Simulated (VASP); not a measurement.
Write the native input for VASP 6.6.1 that does the following.

```yaml
Task: single point
Functional: LDA
Potentials_or_basis: VASP PAW LDA potentials, release 64 (Sn_d, Se)
Cutoff: 520 eV
k_mesh: 4 × 4 × 2
Occupations: gaussian, width 0.01 eV
Spin: no spin polarisation
Dipole_correction: no
Further_INCAR_settings: ALGO = Normal; EDIFF = 1e-06; NBANDS = 28
```

The structure of SnSe lies in POSCAR:

```
SnSe
1.0
    4.2193394297      0.0000000000      0.0000000000
    0.0000000000      4.2193394297      0.0000000000
    0.0000000000      0.0000000000      5.9930256300
Sn Se
2 2
Direct
    0.5000000000      0.0000000000      0.2500916060
    0.0000000000      0.5000000000      0.7499083940
    0.5000000000      0.0000000000      0.7498972714
    0.0000000000      0.5000000000      0.2501027286
```

These files were run (other wordings do the same):

INCAR

```
SYSTEM = SnSe
PREC     = Accurate       ! precision mode
ENCUT    = 520            ! plane-wave cutoff, eV
EDIFF    = 1E-6           ! SCF threshold, eV
ISMEAR   = 0              ! smearing method
SIGMA    = 0.01           ! smearing width, eV
LREAL    = .FALSE.        ! projectors in reciprocal space
LASPH    = .TRUE.         ! aspherical terms in the spheres
NELM     = 80             ! most SCF steps
ALGO     = Normal         ! electronic algorithm
ISIF     = 2              ! what is computed and relaxed
LWAVE    = .FALSE.        ! write WAVECAR
LCHARG   = .FALSE.        ! write CHGCAR
GGA      = CA             ! functional
NBANDS   = 28             ! bands
```

KPOINTS

```
regular mesh
0
G
  4 4 2
  0 0 0
```

Potentials or basis: VASP PAW LDA potentials, release 64 (Sn_d, Se).

Command:

```bash
$ cat potpaw_LDA.64/Sn_d/POTCAR potpaw_LDA.64/Se/POTCAR > POTCAR
$ mpirun -np 1 vasp_std > vasp.out
```

It gave:

```
Pressure               : -2.5 GPa
Band gap on the k mesh : 0.72 eV
```

Caveat: the k points lie up to 0.52 Å⁻¹ apart; spin-orbit coupling is left out, which moves the levels of the heavy elements.

It took 20 s on 1 thread of Intel(R) Xeon(R) Platinum 8375C CPU @ 2.90GHz (Ice Lake), on a shared host, peak memory 0.18 GiB.
